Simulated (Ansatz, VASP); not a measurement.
**Two plane-wave programs on Ag**

POSCAR

```
Ag
1.0
    0.0000000000      2.0828140930      2.0828140930
    2.0828140930      0.0000000000      2.0828140930
    2.0828140930      2.0828140930      0.0000000000
Ag
1
Direct
    0.0000000000      0.0000000000      0.0000000000
```

File INCAR.step1:

```
SYSTEM = Ag
PREC = Accurate ; ENCUT = 520
EDIFF = 1E-5 ; ISMEAR = -1
SIGMA = 0.05 ; LREAL = .False.
LASPH = .True. ; NELM = 100
ALGO = Normal ; ISIF = 2
LWAVE = .True. ; LCHARG = .False.
NBANDS = 12 ; GGA = PE
```

File INCAR.step2:

```
SYSTEM = Ag
PREC = Accurate ; ENCUT = 520
EDIFF = 1E-7 ; ISMEAR = -1
SIGMA = 0.05 ; LREAL = .False.
LASPH = .True. ; NELM = 100
ALGO = Normal ; ISIF = 2
LWAVE = .False. ; LCHARG = .False.
GGA = PE ; LHFCALC = .True.
AEXX = 1.0 ; ALDAC = 0.0
AGGAC = 0.0 ; PRECFOCK = Normal
NBANDS = 12 ; ISTART = 1
```

KPOINTS

```
Automatic mesh
0
Gamma
  6 6 6
  0 0 0
```

The input input.yaml:

```yaml
crystal:
  lattice:
    - [0.0, 2.082814093, 2.082814093]
    - [2.082814093, 0.0, 2.082814093]
    - [2.082814093, 2.082814093, 0.0]
  atoms:
    - { symbol: Ag, position: [0.0, 0.0, 0.0] }
hamiltonian:
  xc: hf
  pseudopotentials: { kind: paw }
kpoints:
  mp_grid: { grid: [6, 6, 6] }
scf:
  occupations: { method: fermi_dirac, width: 0.05 }
output:
  forces: true
  stress: true
  eigenvalues: true
```

Alike in both runs: task single point; functional HF; k mesh 6 × 6 × 6; occupations fermi-dirac, width 0.05 eV; no spin polarisation.

|  | VASP | Ansatz |
| --- | --- | --- |
| version | VASP 6.6.1 | Ansatz 0.2.0 |
| potentials or method | VASP PAW PBE potentials, release 64 (Ag) | Ansatz PAW |
| plane-wave cutoff (eV) | 520 | 420 |
| valence electrons in the cell | 11 | 19 |

VASP gave:

```
gap on the k mesh at the Fermi level (eV) : none
pressure (GPa)                            : 13.7
```

Question: Estimate Ansatz's values.

Answer: gap on the k mesh at the Fermi level (eV): none; pressure (GPa): 14.4.

VASP's potentials were made for PBE, not for HF. A gap of «none» marks a metal or a gap that the smearing closes. VASP's potentials hold 11 valence electrons a cell and Ansatz's 19, so a difference there can come from the potentials and not from the codes.

The k mesh is coarse, so the values compare programs but aren't converged.
